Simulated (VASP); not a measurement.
Input of a VASP 6.6.1 run:

INCAR

```
SYSTEM = MgO2
PREC = Accurate
ENCUT = 750
EDIFF = 1E-6
ISMEAR = 0
SIGMA = 0.01
LREAL = .False.
LASPH = .True.
NELM = 120
ALGO = Normal
ISIF = 2
LWAVE = .False.
LCHARG = .False.
GGA = PS
NBANDS = 18
GGA_COMPAT = .False.
```

File KPOINTS:

```
Automatic mesh
0
Gamma
  6 6 6
  0 0 0
```

Contents of POSCAR:

```
MgO2
1.0
    1.5784791300      0.9113353506      3.4618981106
   -1.5784791300      0.9113353506      3.4618981106
    0.0000000000     -1.8226707012      3.4618981106
Mg O
1 2
Direct
    0.0000000000      0.0000000000      0.0000000000
    0.4291159763      0.4291159763      0.4291159763
    0.5708840237      0.5708840237      0.5708840237
```

Potentials or basis: VASP PAW PBE potentials, release 64 (Mg_sv, O).

The run is started by

```console
$ cat potpaw_PBE.64/Mg_sv/POTCAR potpaw_PBE.64/O/POTCAR > POTCAR
$ mpirun -np 1 vasp_std > vasp.out
```

Task: What does it give for the pressure?

Result: 0.4 GPa.

Task: What does it give for the largest force?

Result: 0.032 eV/Å.

Task: Estimate the band gap on the k mesh.

Result: 2.41 eV.

Stress tensor (GPa, compression positive):
```
0.58 0.00 0.00
0.00 0.58 0.00
0.00 0.00 0.18
```

Caveat: the PAW data sets were made with another functional, which shifts forces and pressure a little. A k mesh can miss the band edges.
